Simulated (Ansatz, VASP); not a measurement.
AgBr in VASP and in Ansatz

File INCAR:

```
PREC = Accurate ; ENCUT = 400
EDIFF = 1E-8 ; ISMEAR = -1
SIGMA = 0.03 ; LREAL = False
LASPH = True ; NELM = 120
ALGO = Normal ; ISIF = 2
LWAVE = False ; LCHARG = False
GGA = PE ; LEFG = True
NBANDS = 16 ; GGA_COMPAT = False
```

File KPOINTS:

```
Automatic mesh
0
Gamma
  13 13 13
```

POSCAR

```
AgBr
1.0
    0.0000000000      2.9683326561      2.9683326561
    2.9683326561      0.0000000000      2.9683326561
    2.9683326561      2.9683326561      0.0000000000
Ag Br
1 1
Direct
    0.0000000000      0.0000000000      0.0000000000
    0.5000000000      0.5000000000      0.5000000000
```

Input for Ansatz:

```yaml
crystal:
  lattice:
    - [0.0, 2.9683326561, 2.9683326561]
    - [2.9683326561, 0.0, 2.9683326561]
    - [2.9683326561, 2.9683326561, 0.0]
  atoms:
    - { symbol: Ag, position: [0.0, 0.0, 0.0] }
    - { symbol: Br, position: [0.5, 0.5, 0.5] }
kpoints:
  mp_grid: { grid: [13, 13, 13] }
scf:
  occupations: { method: fermi_dirac, width: 0.03 }
hamiltonian:
  xc: pbe
  pseudopotentials: { kind: paw }
output:
  forces: true
  stress: true
  eigenvalues: true
  efg: { contact_densities: true }
```

Change from the starting cell: volume scaled by 1.05, PAW files.

Alike in both runs: task electric field gradients; functional PBE; k mesh 13 × 13 × 13; occupations fermi-dirac, width 0.03 eV; no spin polarisation.

```csv
,VASP,Ansatz
version,VASP 6.6.1,Ansatz 0.2.0
potentials or method,"VASP PAW PBE potentials, release 64 (Ag, Br)","PAW with Ansatz's default frozen-core files, scalar-relativistic"
plane-wave cutoff (eV),400,420
valence electrons in the cell,18,26
```

|  | VASP | Ansatz | Ansatz less VASP |
| --- | --- | --- | --- |
| pressure (GPa) | -1.9 | -1.7 | +0.22 |

VASP's potentials hold 18 valence electrons a cell and Ansatz's 26, so a difference there can come from the potentials and not from the codes.
